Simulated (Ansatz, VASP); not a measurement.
**Two plane-wave programs on Hf3Pd**

File INCAR:

```
SYSTEM = Hf3Pd
PREC     = Accurate       ! precision mode
ENCUT    = 600            ! plane-wave cutoff, eV
EDIFF    = 1E-6           ! SCF threshold, eV
ISMEAR   = 0              ! smearing method
SIGMA    = 0.1            ! smearing width, eV
LREAL    = .False.        ! projectors in reciprocal space
LASPH    = .True.         ! aspherical terms in the spheres
NELM     = 60             ! most SCF steps
ALGO     = Fast           ! electronic algorithm
ISIF     = 3              ! what is computed and relaxed
LWAVE    = .False.        ! write WAVECAR
LCHARG   = .False.        ! write CHGCAR
GGA      = PE             ! functional
IBRION   = 2              ! ionic algorithm
NSW      = 90             ! ionic steps
EDIFFG   = -0.04          ! ionic threshold
```

Contents of KPOINTS:

```
regular mesh
0
Gamma
  4 4 4
  0 0 0
```

The input POSCAR:

```
Hf3Pd
1.0
    4.1464239968      0.0000000000      0.0000000000
    0.0000000000      4.1464239968      0.0000000000
    0.0000000000      0.0000000000      4.1464239968
Hf Pd
3 1
Direct
    0.0000000000      0.5000000000      0.5000000000
    0.5000000000      0.0000000000      0.5000000000
    0.5000000000      0.5000000000      0.0000000000
    0.0000000000      0.0000000000      0.0000000000
```

Input for Ansatz:

```yaml
crystal:
  lattice:
    - [4.1464239968, 0.0, 0.0]
    - [0.0, 4.1464239968, 0.0]
    - [0.0, 0.0, 4.1464239968]
  atoms:
    - { symbol: Hf, position: [0.0, 0.5, 0.5] }
    - { symbol: Hf, position: [0.5, 0.0, 0.5] }
    - { symbol: Hf, position: [0.5, 0.5, 0.0] }
    - { symbol: Pd, position: [0.0, 0.0, 0.0] }
basis:
  ecutwfc: 420
kpoints:
  mp_grid: { grid: [4, 4, 4] }
hamiltonian:
  xc: pbe
scf:
  occupations: { method: gaussian, width: 0.1 }
  lower_state_search: "off"
output:
  forces: true
  stress: true
  eigenvalues: true
relax:
  adjacent_minimum: "off"
  f_tol: 0.04
  max_steps: 70
  cell: { stress_tol: 0.4 }
```

Alike in both runs: task relaxation of cell and atoms; functional PBE; k mesh 4 × 4 × 4; occupations gaussian, width 0.1 eV; no spin polarisation.

|  | VASP | Ansatz |
| --- | --- | --- |
| version | VASP 6.6.1 | Ansatz 0.2.0 |
| potentials or method | VASP PAW PBE potentials, release 64 (Hf_pv, Pd), cutoff 600 eV | scalar-relativistic, plane waves, PAW |
| valence electrons in the cell | 40 | 96 |

```csv
,VASP,Ansatz,Ansatz less VASP
"gap on the k mesh at the Fermi level, each at its own relaxed structure (eV)",none,none,-
relaxed volume (Å³/atom),20.19,20.31,+0.126
relaxed cell length with the largest relative difference (Å),4.322,4.331,+0.0089
```

A gap of «none» marks a metal or a gap that the smearing closes. VASP's potentials hold 40 valence electrons a cell and Ansatz's 96, so a difference there can come from the potentials and not from the codes.

The k mesh is coarse, so the values compare programs but aren't converged. Neither program's run includes spin-orbit coupling.
